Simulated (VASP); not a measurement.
# Nb (I4/mmm) in VASP: a series of runs, part 2 of 2

VASP 6.6.1. Earlier steps stand in the parts before.

**5. Single point, PBE (strain +0.025 along x and y, +0.000 along z)**

Contents of INCAR:

```
SYSTEM = Nb
PREC     = Accurate       ! precision mode
ENCUT    = 520            ! plane-wave cutoff, eV
EDIFF    = 1E-7           ! SCF threshold, eV
ISMEAR   = 0              ! smearing method
SIGMA    = 0.15           ! smearing width, eV
LREAL    = .False.        ! projectors in reciprocal space
LASPH    = .True.         ! aspherical terms in the spheres
NELM     = 60             ! most SCF steps
ALGO     = Fast           ! electronic algorithm
ISIF     = 2              ! what is computed and relaxed
LWAVE    = .False.        ! write WAVECAR
LCHARG   = .False.        ! write CHGCAR
GGA      = PE             ! functional
NBANDS   = 12             ! bands
```

Contents of KPOINTS:

```
regular mesh
0
Gamma
  20 20 20
  0 0 0
```

Contents of POSCAR:

```
Nb
1.0
   -1.7055487500      1.7055487500      1.6639500000
    1.7055487500     -1.7055487500      1.6639500000
    1.7055487500      1.7055487500     -1.6639500000
Nb
1
Direct
    0.0000000000      0.0000000000      0.0000000000
```

Potentials or basis: VASP PAW PBE potentials, release 64 (Nb_sv).

Command:

```console
cat potpaw_PBE.64/Nb_sv/POTCAR > POTCAR
mpirun -np 1 vasp_std > vasp.out
```

OUTCAR:

```text
SYSTEM = Nb
   PREC = Accurate
   ENCUT = 520
   EDIFF = 1E-7
   ISMEAR = 0
   LREAL = .False.
   LASPH = .True.
   NELM = 60
   ISIF = 2
   GGA = PE

 ion  position               nearest neighbor table
   1  0.000  0.000  0.000-

  LATTYP: Found a body centered tetragonal cell.
 ALAT       =     3.4110975000
 C/A-ratio  =     0.9756097561

  Lattice vectors:

 A1 = (  -1.7055487500,   1.7055487500,   1.6639500000)
 A2 = (   1.7055487500,  -1.7055487500,   1.6639500000)
 A3 = (   1.7055487500,   1.7055487500,  -1.6639500000)

Analysis of symmetry for initial positions (statically):
=====================================================================
 Subroutine PRICEL returns:
 Original cell was already a primitive cell.

 Routine SETGRP: Setting up the symmetry group for a
 body centered tetragonal supercell.

 Subroutine GETGRP returns: Found 16 space group operations
 (whereof 16 operations were pure point group operations)
 out of a pool of 16 trial point group operations.

The static configuration has the point symmetry D_4h.

Analysis of symmetry for dynamics (positions and initial velocities):
=====================================================================
 Subroutine PRICEL returns:
 Original cell was already a primitive cell.

 Routine SETGRP: Setting up the symmetry group for a
 body centered tetragonal supercell.

 Subroutine GETGRP returns: Found 16 space group operations
 (whereof 16 operations were pure point group operations)
 out of a pool of 16 trial point group operations.

The dynamic configuration has the point symmetry D_4h.

 Subroutine INISYM returns: Found 16 space group operations
 (whereof 16 operations are pure point group operations),
 and found     1 'primitive' translations

----------------------------------------------------------------------------------------

                                     Primitive cell
[... 111 lines left out ...]
  Fermi-wavevector in a.u.,A,eV,Ry     =   1.433551  2.709018 27.960898  2.055068
  Thomas-Fermi vector in A             =   2.553057
   LORBIT       =      0    0 simple, 1 ext, 2 COOP (PROOUT), +10 PAW based schemes
   GGA     = PE    functional components
   LHFCALC =     F    Hartree Fock is set to
   AEXX    =    0.0000 exact exchange contribution
   IVDW    =     0    specifies the selected vdW correction
   LEPSILON=     F    determine dielectric tensor
   LRPA    =     F    only Hartree local field effects (RPA)
 non-spin polarized calculation
 RMM-DIIS sequential band-by-band and
 Gauss-broadening in eV      SIGMA  =   0.15
  energy-cutoff  :      520.00
  volume of cell :       19.36
 maximum number of plane-waves:       547
 NGX is ok and might be reduce to    24
   NGX = 11   NGY = 11   NGZ = 11

 number of electron      13.0000000 magnetization

 Free energy of the ion-electron system (eV)
  ---------------------------------------------------
  ext. energy  EPLUGINS =         0.00000000
  ---------------------------------------------------
  free energy    TOTEN  =       -10.18115314 eV

  energy without entropy =      -10.16225585  energy(sigma->0) =      -10.17170450

 E-fermi :  10.2101     XC(G=0): -12.1312

 val. band max:       10.2056677086   @ k =  -0.3500   0.4500   0.1500
 cond. band min:      10.2107762604   @ k =  -0.3000   0.3000   0.1500
 fundamental gap:      0.0051085518
 Fermi energy:        10.2101180771

 k-point     1 :       0.0000    0.0000    0.0000
  band No.  band energies     occupation
      1     -44.2719      2.00000
      2     -19.7069      2.00000
      3     -19.7069      2.00000
      4     -19.7061      2.00000
      5       4.4023      2.00000
      6      10.4164      0.05180
      7      10.6712      0.00001
      8      10.6712      0.00001
      9      13.0811      0.00000
     10      13.4218      0.00000
     11      24.0783      0.00000
     12      24.0783      0.00000
[... 331 lines left out ...]
 k-point    24 :      -0.3500    0.0500    0.0000
  band No.  band energies     occupation
      1     -44.1372      2.00000
      2     -20.5018      2.00000
      3     -19.9680      2.00000
      4     -19.7276      2.00000
      5       6.8438      2.00000
      6       9.1027      2.00000
      7      10.3328      0.24749
      8      13.0567      0.00000
      9      13.5964      0.00000
     10      14.0578      0.00000
     11      23.0566      0.00000
     12      24.0456      0.00000

 [... further k-points ...]
[... 5 lines left out ...]
  --------------------------------------------------------------------------------------
  -------------------------------------------------------------------------------------
  Total       -1.3005492     -1.3005492     -1.0441990      0.0000000     -0.0000000      0.0000000
  in kB     -107.6239277   -107.6239277    -86.4102632      0.0000000     -0.0000000      0.0000000
  external PRESSURE =    -100.5527062 kB  Pullay stress =       0.0000000 kB

 VOLUME and BASIS-vectors are now :
 -----------------------------------------------------------------------------
  energy-cutoff  :      520.00
  volume of cell :       19.36
      direct lattice vectors                 reciprocal lattice vectors
    -1.705548750  1.705548750  1.663950000     0.000000000  0.293160779  0.300489798
     1.705548750 -1.705548750  1.663950000     0.293160779  0.000000000  0.300489798
     1.705548750  1.705548750 -1.663950000     0.293160779  0.293160779  0.000000000

 POSITION                                       TOTAL-FORCE (eV/Angst)
 -----------------------------------------------------------------------------------
      0.00000      0.00000      0.00000         0.000000     -0.000000      0.000000
 -----------------------------------------------------------------------------------
    total drift:                                0.000000      0.000000      0.000000

  FREE ENERGIE OF THE ION-ELECTRON SYSTEM (eV)
  ---------------------------------------------------
  free  energy   TOTEN  =       -10.1811531390 eV

  energy  without entropy=      -10.1622558527  energy(sigma->0) =      -10.17170450
```

OSZICAR:

```text
N       E                     dE             d eps       ncg     rms          rms(c)
DAV:   1     0.115358780708E+03    0.11536E+03   -0.72427E+03 15432   0.107E+03
DAV:   2    -0.583700601728E+01   -0.12120E+03   -0.11685E+03 16884   0.384E+02
DAV:   3    -0.103658266455E+02   -0.45288E+01   -0.43147E+01 21976   0.647E+01
[... 17 lines left out ...]
RMM:  21    -0.101811527161E+02   -0.40906E-06   -0.34194E-06 15659   0.677E-03    0.168E-03
RMM:  22    -0.101811528849E+02   -0.16874E-06   -0.25560E-06 14804   0.553E-03    0.330E-04
RMM:  23    -0.101811530024E+02   -0.11749E-06   -0.14218E-06 14175   0.426E-03    0.262E-04
RMM:  24    -0.101811530823E+02   -0.79947E-07   -0.10704E-06 13538   0.343E-03    0.759E-04
RMM:  25    -0.101811531390E+02   -0.56732E-07   -0.62143E-07 12840   0.273E-03
   1 F= -.10181153E+02 E0= -.10171704E+02  d E =-.188973E-01
```

stdout:

```text
POSCAR found type information on POSCAR Nb
 POSCAR found :  1 types and       1 ions
 scaLAPACK will be used
 LDA part: xc-table for (Slater+PW92), standard interpolation
 POSCAR, INCAR and KPOINTS ok, starting setup
 FFT: planning ... GRIDC
 FFT: planning ... GRID_SOFT
 FFT: planning ... GRID
 WAVECAR not read
 entering main loop
WARNING in EDDRMM: call to ZHEGV failed, returncode =   8  4      5
WARNING in EDDRMM: call to ZHEGV failed, returncode =   8  4      8
WARNING in EDDRMM: call to ZHEGV failed, returncode =   6  3      8
WARNING in EDDRMM: call to ZHEGV failed, returncode =   6  3     10
WARNING in EDDRMM: call to ZHEGV failed, returncode =   6  3     10
WARNING in EDDRMM: call to ZHEGV failed, returncode =   6  3     10
WARNING in EDDRMM: call to ZHEGV failed, returncode =   6  3     12
WARNING in EDDRMM: call to ZHEGV failed, returncode =   6  3     11
WARNING in EDDRMM: call to ZHEGV failed, returncode =   6  3      9
WARNING in EDDRMM: call to ZHEGV failed, returncode =   8  4     11
WARNING in EDDRMM: call to ZHEGV failed, returncode =   6  3      9
```

Run time: 3.1 min. Hardware: 1 thread of Intel Xeon Platinum 8259CL at 2.50GHz (Skylake/Cascade Lake), shared host; peak memory 0.26 GiB.

Results:

```yaml
Free_energy: -10.1812 eV
Pressure: -10.1 GPa
```

Levels at points of the mesh, in eV from the Fermi level:
```
           k point  band 3  band 4  band 5  band 6  band 7  band 8  band 9  band 10
(0.00, 0.00, 0.00)  -29.92  -29.92   -5.81    0.21    0.46    0.46    2.87     3.21
(0.50, 0.00, 0.00)  -30.27  -29.93   -3.45   -1.55    2.01    3.10    3.76     5.81
(0.50, 0.50, 0.00)  -30.25  -29.91   -3.43   -1.28    1.84    2.82    3.56     5.76
(0.50, 0.50, 0.50)  -30.68  -30.63   -3.36   -3.30    5.09    5.09    5.17     8.28
```

Caveat: the cell differs from its parent crystal (strain +0.025 along x and y, +0.000 along z).

**6. The runs side by side**

```tsv
cell	further INCAR settings	gap on the mesh (eV)	pressure (GPa)
a = 2.906 Å, angles 110.1, 110.1, 108.1°, 1 atom	ALGO = Fast; EDIFF = 1e-06; NBANDS = 12	none	-6.7
a = 2.907 Å, angles 108.1, 108.1, 112.1°, 1 atom	ALGO = Fast; EDIFF = 1e-06; NBANDS = 12	none	-6.5
a = 2.931 Å, angles 110.8, 110.8, 106.8°, 1 atom	ALGO = Fast; EDIFF = 1e-06; NBANDS = 12	none	-9.9
a = 2.930 Å, angles 108.8, 108.8, 110.8°, 1 atom	ALGO = Fast; EDIFF = 1e-07; NBANDS = 12	none	-10.1
```

Alike in all rows: task single point; level PBE; potentials or basis VASP PAW PBE potentials, release 64 (Nb_sv); no spin polarisation; k mesh 20 × 20 × 20; cutoff (eV) 520; smearing gaussian 0.15 eV.

Absolute energies hang on the potentials; compare differences alone.
